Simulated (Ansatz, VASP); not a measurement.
# One calculation of Fe, two programs

INCAR

```
SYSTEM = Fe
PREC = Accurate ; ENCUT = 600
EDIFF = 1E-6 ; ISMEAR = -1
SIGMA = 0.2 ; LREAL = .FALSE.
LASPH = .TRUE. ; NELM = 200
ALGO = Normal ; ISIF = 2
LWAVE = .FALSE. ; LCHARG = .FALSE.
ISPIN = 2 ; MAGMOM = 2.5
LORBIT = 11 ; LMAXMIX = 4
GGA = PE ; NBANDS = 14
GGA_COMPAT = .FALSE.
```

The input KPOINTS:

```
regular mesh
0
G
  3 3 3
  0 0 0
```

The input POSCAR:

```
Fe
1.0
   -1.4447913694      1.4447913694      1.4447913694
    1.4447913694     -1.4447913694      1.4447913694
    1.4447913694      1.4447913694     -1.4447913694
Fe
1
Direct
    0.0000000000      0.0000000000      0.0000000000
```

Input for Ansatz:

```yaml
crystal:
  atoms:
  - position: [0.0, 0.0, 0.0]
    spin: 2.5
    symbol: Fe
  lattice:
  - [-1.4447913693722805, 1.4447913693722805, 1.4447913693722805]
  - [1.4447913693722805, -1.4447913693722805, 1.4447913693722805]
  - [1.4447913693722805, 1.4447913693722805, -1.4447913693722805]
hamiltonian:
  dispersion: none
  pseudopotentials:
    kind: all_electron
    lapw:
      basis_error: 0.025 meV
      muffin_tin_radii: {Fe: 1.1641898639866}
    relativity: none
  xc: pbe
kpoints:
  mp_grid:
    grid: [3, 3, 3]
    shift: [0, 0, 0]
magnetization: {spin_polarized: true}
output: {forces: true, stress: true}
scf:
  convergence: {dr2_threshold: 1e-10 eV}
  lower_state_search: 'off'
  max_iter: 200
  occupations: {method: fermi_dirac, width: 0.2}
```

Alike in both runs: task single point; functional PBE; k mesh 3 × 3 × 3; occupations fermi-dirac, width 0.2 eV; collinear spin.

```csv
,VASP,Ansatz
version,VASP 6.6.1,Ansatz 0.2 development build
potentials or method,"VASP PAW PBE potentials, release 64 (Fe), cutoff 600 eV","all-electron full-potential LAPW, non-relativistic"
```

Ansatz gave:

```
pressure (GPa)                                                : 6.5
net moment per atom (μB)                                      : 2.90
size of the moment on the site where the two differ most (μB) : 2.92
```

Problem. Which values does VASP return?

Solution. Pressure (GPa): 3.1; net moment per atom (μB): 2.90; size of the moment on the site where the two differ most (μB): 2.87.

Site moments also hang on the region over which each program counts them. Ansatz ran all-electron here, and VASP with PAW potentials.

The k mesh is coarse, so the values compare programs but aren't converged.
